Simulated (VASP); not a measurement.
Set up this calculation in VASP 6.6.1, as the native input.

```
Task                   : single point
Functional             : PBE
Potentials or basis    : VASP PAW PBE potentials, release 64 (V_sv, O)
Cutoff                 : 520 eV
k mesh                 : 9 × 9 × 1
Occupations            : gaussian, width 0.1 eV
Spin                   : no spin polarisation
Dipole correction      : yes
Further INCAR settings : ALGO = Normal; EDIFF = 1e-07; NBANDS = 37
```

The structure of V4O lies in POSCAR:

```
V4O
1.0
    2.9971751491      0.0000000000      0.0000000000
    0.0000000000      2.9971751491      0.0000000000
    0.0000000000      0.0000000000     21.3333819395
V O
4 1
Direct
    0.5000000000      0.5000000000      0.1874995728
    0.0000000000      0.0000000000      0.2577457053
    0.5000000000      0.5000000000      0.3267158760
    0.0000000000      0.0000000000      0.3906263884
    0.1250000000      0.1250000000      0.5429697913
```

The input as run:

INCAR

```
SYSTEM = V4O
PREC     = Accurate       ! precision mode
ENCUT    = 520            ! plane-wave cutoff, eV
EDIFF    = 1E-7           ! SCF threshold, eV
ISMEAR   = 0              ! smearing method
SIGMA    = 0.1            ! smearing width, eV
LREAL    = .False.        ! projectors in reciprocal space
LASPH    = .True.         ! aspherical terms in the spheres
NELM     = 100            ! most SCF steps
ALGO     = Normal         ! electronic algorithm
ISIF     = 2              ! what is computed and relaxed
LWAVE    = .False.        ! write WAVECAR
LCHARG   = .True.         ! write CHGCAR
LDIPOL   = .True.       
IDIPOL   = 3            
DIPOL    = 0.5 0.5 0.341
GGA      = PE             ! functional
LELF     = .True.         ! ELF
LVHAR    = .True.       
LVACPOTAV= .True.       
NBANDS   = 37             ! bands
```

KPOINTS

```
Automatic mesh
0
Gamma
  9 9 1
  0 0 0
```

Potentials or basis: VASP PAW PBE potentials, release 64 (V_sv, O).

Launch:

```console
$ cat potpaw_PBE.64/V_sv/POTCAR potpaw_PBE.64/O/POTCAR > POTCAR
$ mpirun -np 1 vasp_std > vasp.out
```

It gave:

| Property | Result |
| --- | --- |
| Largest force | 1.478 eV/Å |
| Band gap on the k mesh | zero (bands 29 and 30 overlap by 0.34 eV) |

Caveat: the run has no spin polarisation, though such a crystal can be magnetic.

It took 12 min on 1 thread of Oxide Virtual Turin-like Processor, on a shared host, peak memory 0.33 GiB.
